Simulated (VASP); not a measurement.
# LiF: single point with LDA

LiF:

```xyz
2
Lattice="0.0000 1.9133 2.1147 1.9133 0.0000 2.1147 1.9133 1.9133 0.0000" Properties=species:S:1:pos:R:3 pbc="T T T"
Li    0.0000    0.0000    0.0000
F     1.9133    1.9133    2.1147
```

This cell differs from its parent crystal: strain -0.050 along x and y, +0.050 along z.

```
Program             : VASP 6.6.1
Task                : single point
Functional          : LDA
Potentials or basis : VASP PAW LDA potentials, release 64 (Li_sv, F)
Cutoff              : 520 eV
k mesh              : 10 × 10 × 10
Occupations         : gaussian, width 0.05 eV
Spin                : no spin polarisation
```

```
Band gap on the k mesh : 9.17 eV, direct
```

Levels at points of the mesh, in eV from the valence-band top:
| k point | band 1 | band 2 | band 3 | band 4 | band 5 | band 6 | band 7 | band 8 | band 9 | band 10 |
| --- | --- | --- | --- | --- | --- | --- | --- | --- | --- | --- |
| (0.00, 0.00, 0.00) | -39.71 | -19.81 | -0.18 | -0.18 | 0.00 | 9.17 | 22.61 | 23.87 | 24.78 | 24.78 |
| (0.50, 0.00, 0.00) | -39.62 | -19.34 | -2.83 | -0.48 | -0.23 | 10.55 | 16.87 | 17.99 | 19.71 | 29.99 |
| (0.50, 0.50, 0.00) | -39.63 | -19.10 | -3.52 | -1.00 | -1.00 | 13.69 | 17.16 | 17.77 | 21.36 | 21.36 |
| (0.50, 0.00, 0.50) | -39.59 | -18.95 | -3.44 | -1.67 | -0.99 | 15.50 | 15.84 | 17.76 | 19.15 | 20.74 |

Run time: 5 s on 1 thread of Intel(R) Xeon(R) 6975P-C (Granite Rapids), with other jobs on the host, peak memory 0.12 GiB.

Caveat: the cell differs from its parent crystal (strain -0.050 along x and y, +0.050 along z). A k mesh can miss the band edges.
